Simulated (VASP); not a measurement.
# Gd (P6_3/mmc) in VASP: single point with PBE

Aim: the single point of Gd with PBE.

Everything below comes from runs of VASP 6.6.1. Logs are shortened: lines on timing, memory, paths and dates and some standing lists are left out, and cuts for length are marked.

## 1. The cell of the first run

The structure is hexagonal, space group P6_3/mmc (No. 194). The conventional cell has a = 3.647 Å, b = 3.647 Å, c = 5.818 Å, α = 90.00°, β = 90.00°, γ = 120.00°. Within 4.7 Å of Gd (site symmetry -6m2) lie 12 Gd at 3.59 to 3.65 Å.

## 2. Single point, PBE, collinear spin, ferromagnetic start

The input, INCAR:

```
PREC     = Accurate       # precision mode
ENCUT    = 520            # plane-wave cutoff, eV
EDIFF    = 1E-7           # SCF threshold, eV
ISMEAR   = 0              # smearing method
SIGMA    = 0.05           # smearing width, eV
LREAL    = False          # projectors in reciprocal space
LASPH    = True           # aspherical terms in the spheres
NELM     = 150            # most SCF steps
ALGO     = Normal         # electronic algorithm
ISIF     = 2              # what is computed and relaxed
LWAVE    = False          # write WAVECAR
LCHARG   = False          # write CHGCAR
ISPIN    = 2              # spin polarisation
MAGMOM   = 7 7            # initial moments
LORBIT   = 11             # projections on sites
LMAXMIX  = 6              # l up to which the mixer works
GGA      = PE             # functional
NBANDS   = 29             # bands
```

The input, KPOINTS:

```
regular mesh
0
Gamma
  6 6 4
```

The input, POSCAR:

```
Gd
1.0
    3.6474099204      0.0000000000      0.0000000000
   -1.8237049602      3.1587496491      0.0000000000
    0.0000000000      0.0000000000      5.8181568625
Gd
2
Direct
    0.3333333333      0.6666666667      0.7500000000
    0.6666666667      0.3333333333      0.2500000000
```

Potentials or basis: VASP PAW PBE potentials, release 64 (Gd).

Run with:

```sh
> cat potpaw_PBE.64/Gd/POTCAR > POTCAR
> mpirun -np 1 vasp_std > vasp.out
```

OUTCAR:

```text
PREC = Accurate
   ENCUT = 520
   EDIFF = 1E-7
   ISMEAR = 0
   LREAL = False
   LASPH = True
   NELM = 150
   ISIF = 2
   ISPIN = 2
   LORBIT = 11
   GGA = PE

 ion  position               nearest neighbor table
   1  0.333  0.667  0.750-
   2  0.667  0.333  0.250-

  LATTYP: Found a hexagonal cell.
 ALAT       =     3.6474099204
 C/A-ratio  =     1.5951475127

  Lattice vectors:

 A1 = (   3.6474099204,   0.0000000000,   0.0000000000)
 A2 = (  -1.8237049602,   3.1587496491,   0.0000000000)
 A3 = (   0.0000000000,   0.0000000000,   5.8181568625)

Analysis of symmetry for initial positions (statically):
=====================================================================
 Subroutine PRICEL returns:
 Original cell was already a primitive cell.

 Routine SETGRP: Setting up the symmetry group for a
 hexagonal supercell.

 Subroutine GETGRP returns: Found 24 space group operations
 (whereof 12 operations were pure point group operations)
 out of a pool of 24 trial point group operations.

The static configuration has the point symmetry D_3d.
 The point group associated with its full space group is D_6h.

Analysis of symmetry for dynamics (positions and initial velocities):
=====================================================================
 Subroutine PRICEL returns:
 Original cell was already a primitive cell.

 Routine SETGRP: Setting up the symmetry group for a
 hexagonal supercell.

 Subroutine GETGRP returns: Found 24 space group operations
 (whereof 12 operations were pure point group operations)
 out of a pool of 24 trial point group operations.

The dynamic configuration has the point symmetry D_3d.
 The point group associated with its full space group is D_6h.

Analysis of structural, dynamic, and magnetic symmetry:
=====================================================================
 Subroutine PRICEL returns:
 Original cell was already a primitive cell.

 Routine SETGRP: Setting up the symmetry group for a
 hexagonal supercell.

 Subroutine GETGRP returns: Found 24 space group operations
 (whereof 12 operations were pure point group operations)
 out of a pool of 24 trial point group operations.

The overall configuration has the point symmetry D_3d.
 The point group associated with its full space group is D_6h.

 Subroutine INISYM returns: Found 24 space group operations
 (whereof 12 operations are pure point group operations),
 and found     1 'primitive' translations

----------------------------------------------------------------------------------------

                                     Primitive cell

  volume of cell :      67.0325

  direct lattice vectors                    reciprocal lattice vectors
     3.647409920  0.000000000  0.000000000     0.274167155  0.158290481  0.000000000
    -1.823704960  3.158749649  0.000000000     0.000000000  0.316580961  0.000000000
     0.000000000  0.000000000  5.818156863     0.000000000  0.000000000  0.171875737

  length of vectors
     3.647409920  3.647409920  5.818156863     0.316580961  0.316580961  0.171875737

  position of ions in fractional coordinates (direct lattice)
     0.333333333  0.666666667  0.750000000
     0.666666667  0.333333333  0.250000000

  ion indices of the primitive-cell ions
   primitive index   ion index
                 1           1
                 2           2

----------------------------------------------------------------------------------------

 KPOINTS: regular mesh

Automatic generation of k-mesh.
 Grid dimensions read from file:
 generate k-points for:    6    6    4

 Generating k-lattice:

  Cartesian coordinates                     Fractional coordinates (reciprocal lattice)
     0.045694526  0.026381747  0.000000000     0.166666667  0.000000000  0.000000000
     0.000000000  0.052763494  0.000000000     0.000000000  0.166666667  0.000000000
     0.000000000  0.000000000  0.042968934     0.000000000  0.000000000  0.250000000

  Length of vectors
     0.052763494  0.052763494  0.042968934

  Shift w.r.t. Gamma in fractional coordinates (k-lattice)
     0.000000000  0.000000000  0.000000000

 Subroutine IBZKPT returns following result:
 ===========================================

 Found     21 irreducible k-points:

 Following reciprocal coordinates:
            Coordinates               Weight
  0.000000  0.000000  0.000000      1.000000
  0.166667  0.000000  0.000000      6.000000
  0.333333  0.000000  0.000000      6.000000
  0.500000  0.000000  0.000000      3.000000
  0.166667  0.166667  0.000000      6.000000
  0.333333  0.166667  0.000000     12.000000
[... 13 lines left out ...]
  0.333333  0.166667  0.500000     12.000000
  0.333333  0.333333  0.500000      2.000000
   k-points           NKPTS =     21   k-points in BZ     NKDIM =     21   number of bands    NBANDS=     29
   number of dos      NEDOS =    301   number of ions     NIONS =      2
   total plane-waves  NPLWV =  37632
   dimension x,y,z NGX =    28 NGY =   28 NGZ =   48
   dimension x,y,z NGXF=    56 NGYF=   56 NGZF=   96
   ions per type =               2
   NGX,Y,Z   is equivalent  to a cutoff of  12.76, 12.76, 13.72 a.u.
   NGXF,Y,Z  is equivalent  to a cutoff of  25.52, 25.52, 27.43 a.u.
 SYSTEM =  unknown system
   PREC   = accura    normal or accurate (medium, high low for compatibility)
   ISTART =      0    job   : 0-new  1-cont  2-samecut
   ICHARG =      2    charge: 1-file 2-atom 10-const
   ISPIN  =      2    spin polarized calculation?
   LNONCOLLINEAR =      F non collinear calculations
   LSORBIT =      F    spin-orbit coupling
   LASPH  =      T    aspherical Exc in radial PAW
   ENCUT  =  520.0 eV  38.22 Ry    6.18 a.u.   6.78  6.78 10.82*2*pi/ulx,y,z
   NELM   =    150;   NELMIN=  2; NELMDL= -5     # of ELM steps
   EDIFF  = 0.1E-06   stopping-criterion for ELM
   LREAL  =      F    real-space projection
   EDIFFG = 0.1E-05   stopping-criterion for IOM
   NSW    =      0    number of steps for IOM
   IBRION =     -1    ionic relax: 0-MD 1-quasi-New 2-CG
   NFREE  =      0    steps in history (QN), initial steepest desc. (CG)
   ISIF   =      2    stress and relaxation
   ISYM   =      2    0-nonsym 1-usesym 2-fastsym
   POTIM  = 0.5000    time-step for ionic-motion
   TEBEG  =    0.0;   TEEND  =   0.0 temperature during run
   PSTRESS=    0.0 pullay stress
   NELECT =      36.0000    total number of electrons
   NUPDOWN=      -1.0000    fix difference up-down
   EMIN   =  10.00;   EMAX   =-10.00  energy-range for DOS
   EFERMI =   0.00;   METHOD = LEGACY
   ISMEAR =     0;   SIGMA  =   0.05  broadening in eV -4-tet -1-fermi 0-gaus
   EFERMI_NEDOS =   21; number of points for ismear=-14 and -15
   IALGO  =     38    algorithm
   IMIX   =      4    mixing-type and parameters
     AMIX     =   0.40;   BMIX     =  1.00
     AMIX_MAG =   1.60;   BMIX_MAG =  1.00
  volume/ion in A,a.u.               =      33.52       226.18
  Fermi-wavevector in a.u.,A,eV,Ry     =   1.330701  2.514661 24.092735  1.770766
  Thomas-Fermi vector in A             =   2.459768
   LORBIT       =     11    0 simple, 1 ext, 2 COOP (PROOUT), +10 PAW based schemes
   GGA     = PE    functional components
   LHFCALC =     F    Hartree Fock is set to
   AEXX    =    0.0000 exact exchange contribution
   IVDW    =     0    specifies the selected vdW correction
   LEPSILON=     F    determine dielectric tensor
   LRPA    =     F    only Hartree local field effects (RPA)
 spin polarized calculation
 Gauss-broadening in eV      SIGMA  =   0.05
  energy-cutoff  :      520.00
  volume of cell :       67.03
 maximum number of plane-waves:      1824
 NGX is ok and might be reduce to    28
   NGX = 13   NGY = 13   NGZ = 21

 number of electron      36.0000009 magnetization      15.3969004

 Free energy of the ion-electron system (eV)
  ---------------------------------------------------
  ext. energy  EPLUGINS =         0.00000000
  ---------------------------------------------------
  free energy    TOTEN  =       -23.41380500 eV

  energy without entropy =      -23.40841908  energy(sigma->0) =      -23.41111204

 E-fermi :   2.8995     XC(G=0):  -9.9122

 val. band max:        2.8969525307   @ k =   0.3333   0.3333   0.2500
 cond. band min:       2.9048330984   @ k =   0.3333   0.1667   0.2500
 fundamental gap:      0.0078805678
 Fermi energy:         2.8994670329

 spin component 1

 k-point     1 :       0.0000    0.0000    0.0000
  band No.  band energies     occupation
      1     -42.4384      1.00000
      2     -42.3738      1.00000
      3     -20.1612      1.00000
      4     -19.5737      1.00000
      5     -19.5737      1.00000
      6     -19.4731      1.00000
[... 21 lines left out ...]
     28       4.3520      0.00000
     29       4.8226      0.00000

 k-point     2 :       0.1667    0.0000    0.0000
  band No.  band energies     occupation
      1     -42.4259      1.00000
      2     -42.3689      1.00000
      3     -20.1046      1.00000
      4     -19.6945      1.00000
      5     -19.6124      1.00000
      6     -19.5976      1.00000
[... 21 lines left out ...]
     28       4.8369      0.00000
     29       4.8450      0.00000

 k-point     3 :       0.3333    0.0000    0.0000
  band No.  band energies     occupation
      1     -42.3985      1.00000
      2     -42.3613      1.00000
      3     -19.9662      1.00000
      4     -19.9347      1.00000
      5     -19.8294      1.00000
      6     -19.6846      1.00000
[... 541 lines left out ...]
      4     -20.0492      1.00000
      5     -19.7377      1.00000
      6     -19.7377      1.00000
[... 21 lines left out ...]
     28       3.4210      0.00000
     29       5.2658      0.00000

 k-point    21 :       0.3333    0.3333    0.5000
  band No.  band energies     occupation
      1     -42.3667      1.00000
      2     -42.3667      1.00000
      3     -20.0132      1.00000
      4     -20.0132      1.00000
      5     -19.8504      1.00000
      6     -19.8504      1.00000
[... 21 lines left out ...]
     28       2.9948      0.00350
     29       5.3278      0.00000
 Fermi energy:         2.8994670329

 spin component 2

 k-point     1 :       0.0000    0.0000    0.0000
  band No.  band energies     occupation
      1     -39.1837      1.00000
      2     -39.1025      1.00000
      3     -17.9038      1.00000
      4     -17.1771      1.00000
      5     -17.1771      1.00000
      6     -17.0599      1.00000
[... 21 lines left out ...]
     28       5.5815      0.00000
     29       6.0658      0.00000

 k-point     2 :       0.1667    0.0000    0.0000
  band No.  band energies     occupation
      1     -39.1679      1.00000
      2     -39.0963      1.00000
      3     -17.8352      1.00000
      4     -17.3250      1.00000
      5     -17.2246      1.00000
      6     -17.2104      1.00000
[... 21 lines left out ...]
     28       6.0529      0.00000
     29       6.0599      0.00000

 k-point     3 :       0.3333    0.0000    0.0000
  band No.  band energies     occupation
      1     -39.1334      1.00000
      2     -39.0867      1.00000
      3     -17.6671      1.00000
      4     -17.6183      1.00000
      5     -17.4881      1.00000
      6     -17.3121      1.00000
[... 542 lines left out ...]
      5     -17.3824      1.00000
      6     -17.3824      1.00000
[... 21 lines left out ...]
     28       4.6789      0.00000
     29       6.4686      0.00000

 k-point    21 :       0.3333    0.3333    0.5000
  band No.  band energies     occupation
      1     -39.0934      1.00000
      2     -39.0934      1.00000
      3     -17.7091      1.00000
      4     -17.7091      1.00000
      5     -17.5208      1.00000
      6     -17.5208      1.00000
[... 21 lines left out ...]
     28       4.5455      0.00000
     29       6.4754      0.00000

------------------------ aborting loop because EDIFF is reached ----------------------------------------

  FORCE on cell =-STRESS in cart. coord.  units (eV):
  Direction    XX          YY          ZZ          XY          YZ          ZX
  --------------------------------------------------------------------------------------
  -------------------------------------------------------------------------------------
  Total       -0.0143663     -0.0143663     -0.0009284      0.0000000      0.0000000      0.0000000
  in kB       -0.3433764     -0.3433764     -0.0221908      0.0000000      0.0000000      0.0000000
  external PRESSURE =      -0.2363145 kB  Pullay stress =       0.0000000 kB

 VOLUME and BASIS-vectors are now :
 -----------------------------------------------------------------------------
  energy-cutoff  :      520.00
  volume of cell :       67.03
      direct lattice vectors                 reciprocal lattice vectors
     3.647409920  0.000000000  0.000000000     0.274167155  0.158290481  0.000000000
    -1.823704960  3.158749649  0.000000000     0.000000000  0.316580961  0.000000000
     0.000000000  0.000000000  5.818156863     0.000000000  0.000000000  0.171875737

 POSITION                                       TOTAL-FORCE (eV/Angst)
 -----------------------------------------------------------------------------------
     -0.00000      2.10583      4.36362         0.000000     -0.000000      0.000000
      1.82370      1.05292      1.45454        -0.000000      0.000000      0.000000
 -----------------------------------------------------------------------------------
    total drift:                               -0.000000      0.000000     -0.000000

  FREE ENERGIE OF THE ION-ELECTRON SYSTEM (eV)
  ---------------------------------------------------
  free  energy   TOTEN  =       -23.4138049967 eV

  energy  without entropy=      -23.4084190787  energy(sigma->0) =      -23.41111204

 total charge

# of ion       s       p       d       f       tot
--------------------------------------------------
    1        2.073   5.568   0.569   6.977  15.187
    2        2.073   5.568   0.569   6.977  15.187
--------------------------------------------------
tot          4.145  11.135   1.138  13.955  30.373

 magnetization (x)

# of ion       s       p       d       f       tot
--------------------------------------------------
    1        0.004  -0.051   0.234   6.827   7.014
    2        0.004  -0.051   0.234   6.827   7.014
--------------------------------------------------
tot          0.008  -0.101   0.467  13.655  14.029
```

Wall time 4.6 min (1 thread of Intel Xeon Platinum 8259CL at 2.50GHz (Skylake/Cascade Lake), shared host); peak memory 0.26 GiB.

Results:

```yaml
Free_energy: -23.4138 eV
Pressure: 0.0 GPa
Net_moment: 15.40 μB per cell
Site_moments: Gd +7.01 μB
Valence_electrons_inside_the_program's_atomic_spheres: Gd 15.19
```

Caveat: spin-orbit coupling is left out, which moves the levels of the heavy elements; semilocal functionals describe open f shells poorly, which spoils levels, moments and volumes. The state reached can hang on the start; a lower one may exist.
